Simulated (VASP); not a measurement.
Runs of VASP 6.6.1 on B. The structure is that of space group Fd-3m (No. 227), or close to it. The cells are those of the table. 

```csv
task,cell,cutoff (eV),k mesh for the DOS,occupations for the DOS,gap on the mesh (eV),pressure (GPa)
relaxation of cell and atoms,"relaxed from a = 2.843 Å, angles 60.0°, 2 atoms",600,-,-,none,0.0
single point,"a = 2.603 Å, angles 60.0°, 2 atoms",520,-,-,none,(a)
single point,"a = 2.481 Å, angles 60.0°, 2 atoms",520,-,-,none,160.7
single point,"a = 2.816 Å, angles 60.0°, 2 atoms",520,-,-,none,10.0
single point,"a = 2.195 Å, angles 60.0°, 2 atoms",520,-,-,none,550.2
single point,"a = 2.865 Å, angles 60.0°, 2 atoms",520,-,-,none,0.0
```

Alike in all rows: level PBE; potentials or basis VASP PAW PBE potentials, release 64 (B); no spin polarisation; k mesh 18 × 18 × 18; smearing fermi-dirac 0.05 eV.

Fill in the values left out.

(a) 84.2.

A gap of «none» marks levels without a gap at the run's occupations.
